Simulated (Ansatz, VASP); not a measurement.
Two plane-wave programs on BeZn2O3

```
CELL_PARAMETERS angstrom
5.48323 0.00000 0.00000
0.00000 2.74753 2.75028
0.00000 -2.74753 2.75028
ATOMIC_POSITIONS crystal
Be 0.00000 0.28785 0.28785
Zn 0.50000 0.78752 0.28771
Zn 0.50000 0.28771 0.78752
O 0.73634 0.28783 0.28783
O 0.26366 0.28783 0.28783
O 0.50000 0.78775 0.78775
```

Alike in both runs: functional PBE; k mesh 3 × 3 × 3; occupations gaussian, width 0.15 eV; no spin polarisation.

Ansatz relaxed the structure, and its values are those at the end. VASP's run is a single point on that final structure, the one shown.

```csv
,VASP,Ansatz
version,VASP 6.6.1,Ansatz 0.2.0
potentials or method,"VASP PAW PBE potentials, release 64 (Be, Zn, O), cutoff 600 eV","scalar-relativistic, plane waves, PAW"
valence electrons in the cell,44,44
```

Ansatz gave:

| Property | Result |
| --- | --- |
| gap on the k mesh at the Fermi level (eV) | 1.86 |
| least direct gap on the mesh (eV) | 2.23 |
| pressure (GPa) | 0.1 |
| rms of the force components (eV/Å) | 0.003 |

Task: What did VASP give for the same quantities?

Result: gap on the k mesh at the Fermi level (eV): 1.84; least direct gap on the mesh (eV): 2.22; pressure (GPa): 0.3; rms of the force components (eV/Å): 0.033.

The k mesh is coarse, so the values compare programs but aren't converged.
